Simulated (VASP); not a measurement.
# Cu (P6_3/mmc) in VASP: notebook, part 2 of 2

VASP 6.6.1.

## 4. Single point, PBE

This run uses another cell than the first one, of 11.96 Å³/atom.

The input, INCAR:

```
SYSTEM = Cu
ALGO = Normal ; EDIFF = 1E-6
ENCUT = 520 ; GGA = PE
ISIF = 2 ; ISMEAR = -1
LASPH = .True. ; LCHARG = .False.
LREAL = .False. ; LWAVE = .False.
NBANDS = 18 ; NELM = 60
PREC = Accurate ; SIGMA = 0.03
```

The input, KPOINTS:

```
k-points
0
Gamma
  17 17 9
  0 0 0
```

The input, POSCAR:

```
Cu
1.0
    2.5562755645      0.0000000000      0.0000000000
   -1.2781377822      2.2137995779      0.0000000000
    0.0000000000      0.0000000000      4.2272130168
Cu
2
Direct
    0.3333333333      0.6666666667      0.2500000000
    0.6666666667      0.3333333333      0.7500000000
```

Potentials or basis: VASP PAW PBE potentials, release 64 (Cu).

Run with:

```bash
> cat potpaw_PBE.64/Cu/POTCAR > POTCAR
> mpirun -np 1 vasp_std > vasp.out
```

OUTCAR:

```text
SYSTEM = Cu
   EDIFF = 1E-6
   ENCUT = 520
   GGA = PE
   ISIF = 2
   ISMEAR = -1
   LASPH = .True.
   LREAL = .False.
   NELM = 60
   PREC = Accurate

 ion  position               nearest neighbor table
   1  0.333  0.667  0.250-   2 2.58   2 2.58   2 2.58   2 2.58   2 2.58   2 2.58
   2  0.667  0.333  0.750-   1 2.58   1 2.58   1 2.58   1 2.58   1 2.58   1 2.58

  LATTYP: Found a hexagonal cell.
 ALAT       =     2.5562755645
 C/A-ratio  =     1.6536609259

  Lattice vectors:

 A1 = (   2.5562755645,   0.0000000000,   0.0000000000)
 A2 = (  -1.2781377822,   2.2137995779,   0.0000000000)
 A3 = (   0.0000000000,   0.0000000000,   4.2272130168)

Analysis of symmetry for initial positions (statically):
=====================================================================
 Subroutine PRICEL returns:
 Original cell was already a primitive cell.

 Routine SETGRP: Setting up the symmetry group for a
 hexagonal supercell.

 Subroutine GETGRP returns: Found 24 space group operations
 (whereof 12 operations were pure point group operations)
 out of a pool of 24 trial point group operations.

The static configuration has the point symmetry D_3d.
 The point group associated with its full space group is D_6h.

Analysis of symmetry for dynamics (positions and initial velocities):
=====================================================================
 Subroutine PRICEL returns:
 Original cell was already a primitive cell.

 Routine SETGRP: Setting up the symmetry group for a
 hexagonal supercell.

 Subroutine GETGRP returns: Found 24 space group operations
 (whereof 12 operations were pure point group operations)
 out of a pool of 24 trial point group operations.

The dynamic configuration has the point symmetry D_3d.
 The point group associated with its full space group is D_6h.

 Subroutine INISYM returns: Found 24 space group operations
[... 106 lines left out ...]
   TEBEG  =    0.0;   TEEND  =   0.0 temperature during run
   PSTRESS=    0.0 pullay stress
   NELECT =      22.0000    total number of electrons
   NUPDOWN=      -1.0000    fix difference up-down
   EMIN   =  10.00;   EMAX   =-10.00  energy-range for DOS
   EFERMI =   0.00;   METHOD = LEGACY
   ISMEAR =    -1;   SIGMA  =   0.03  broadening in eV -4-tet -1-fermi 0-gaus
   EFERMI_NEDOS =   21; number of points for ismear=-14 and -15
   IALGO  =     38    algorithm
   IMIX   =      4    mixing-type and parameters
     AMIX     =   0.40;   BMIX     =  1.00
     AMIX_MAG =   1.60;   BMIX_MAG =  1.00
  volume/ion in A,a.u.               =      11.96        80.72
  Fermi-wavevector in a.u.,A,eV,Ry     =   1.592022  3.008485 34.484423  2.534534
  Thomas-Fermi vector in A             =   2.690472
   LORBIT       =      0    0 simple, 1 ext, 2 COOP (PROOUT), +10 PAW based schemes
   GGA     = PE    functional components
   LHFCALC =     F    Hartree Fock is set to
   AEXX    =    0.0000 exact exchange contribution
   IVDW    =     0    specifies the selected vdW correction
   LEPSILON=     F    determine dielectric tensor
   LRPA    =     F    only Hartree local field effects (RPA)
 non-spin polarized calculation
  energy-cutoff  :      520.00
  volume of cell :       23.92
 maximum number of plane-waves:       658
 NGX is ok and might be reduce to    20
   NGX =  9   NGY =  9   NGZ = 15

 number of electron      22.0000007 magnetization

 Free energy of the ion-electron system (eV)
  ---------------------------------------------------
  ext. energy  EPLUGINS =         0.00000000
  ---------------------------------------------------
  free energy    TOTEN  =        -7.44019009 eV

  energy without entropy =       -7.43817814  energy(sigma->0) =       -7.43918412

 E-fermi :   7.4645     XC(G=0): -12.6520

 val. band max:        7.4644145863   @ k =   0.1765   0.1765   0.3333
 cond. band min:       7.4793407535   @ k =   0.2353   0.2353   0.4444
 fundamental gap:      0.0149261672
 Fermi energy:         7.4644619778

 k-point     1 :       0.0000    0.0000    0.0000
  band No.  band energies     occupation
      1      -1.8259      2.00000
      2       2.3930      2.00000
      3       4.3948      2.00000
      4       4.4903      2.00000
      5       4.4903      2.00000
      6       4.6836      2.00000
[... 481 lines left out ...]
      5       4.4340      2.00000
      6       4.4706      2.00000
[... 10 lines left out ...]
     17      25.5343      0.00000
     18      26.0415      0.00000

 [... further k-points ...]
[... 5 lines left out ...]
  --------------------------------------------------------------------------------------
  -------------------------------------------------------------------------------------
  Total        0.1218443      0.1218443      0.1252902      0.0000000      0.0000000      0.0000000
  in kB        8.1604801      8.1604801      8.3912650      0.0000000      0.0000000      0.0000000
  external PRESSURE =       8.2374084 kB  Pullay stress =       0.0000000 kB

 VOLUME and BASIS-vectors are now :
 -----------------------------------------------------------------------------
  energy-cutoff  :      520.00
  volume of cell :       23.92
      direct lattice vectors                 reciprocal lattice vectors
     2.556275564  0.000000000  0.000000000     0.391194132  0.225856037  0.000000000
    -1.278137782  2.213799578  0.000000000     0.000000000  0.451712075  0.000000000
     0.000000000  0.000000000  4.227213017     0.000000000  0.000000000  0.236562481

 POSITION                                       TOTAL-FORCE (eV/Angst)
 -----------------------------------------------------------------------------------
     -0.00000      1.47587      1.05680        -0.000000     -0.000000      0.000000
      1.27814      0.73793      3.17041         0.000000      0.000000      0.000000
 -----------------------------------------------------------------------------------
    total drift:                               -0.000000      0.000000     -0.000000

  FREE ENERGIE OF THE ION-ELECTRON SYSTEM (eV)
  ---------------------------------------------------
  free  energy   TOTEN  =        -7.4401900878 eV

  energy  without entropy=       -7.4381781437  energy(sigma->0) =       -7.43918412
```

stdout:

```text
POSCAR found type information on POSCAR Cu
 POSCAR found :  1 types and       2 ions
 scaLAPACK will be used
 LDA part: xc-table for (Slater+PW92), standard interpolation
 POSCAR, INCAR and KPOINTS ok, starting setup
 FFT: planning ... GRIDC
 FFT: planning ... GRID_SOFT
 FFT: planning ... GRID
 WAVECAR not read
 entering main loop
```

Run time: 62 s. Hardware: 1 thread of Intel Xeon 8259CL, shared host; peak memory 0.18 GiB.

What came out:

| Property | Result |
| --- | --- |
| Free energy | -7.4402 eV |
| Pressure | 0.8 GPa |
| Band gap on the k mesh | zero (bands 11 and 12 overlap by 5.58 eV) |

## 5. The runs side by side

```tsv
cell	gap on the mesh (eV)	pressure (GPa)
a = 2.505, b = 2.505, c = 4.142 Å, angles 90.0, 90.0, 120.0°, 2 atoms	none	10.6
a = 2.539, b = 2.539, c = 4.199 Å, angles 90.0, 90.0, 120.0°, 2 atoms	none	3.6
a = 2.556, b = 2.556, c = 4.227 Å, angles 90.0, 90.0, 120.0°, 2 atoms	none	0.8
```

Alike in all rows: task single point; level PBE; potentials or basis VASP PAW PBE potentials, release 64 (Cu); no spin polarisation; k mesh 17 × 17 × 9; cutoff (eV) 520; smearing fermi-dirac 0.03 eV.

Caveats: the cell stands under pressure (at least some runs).

Total energies depend on the potentials used, so only differences within one code and one set of settings carry meaning.
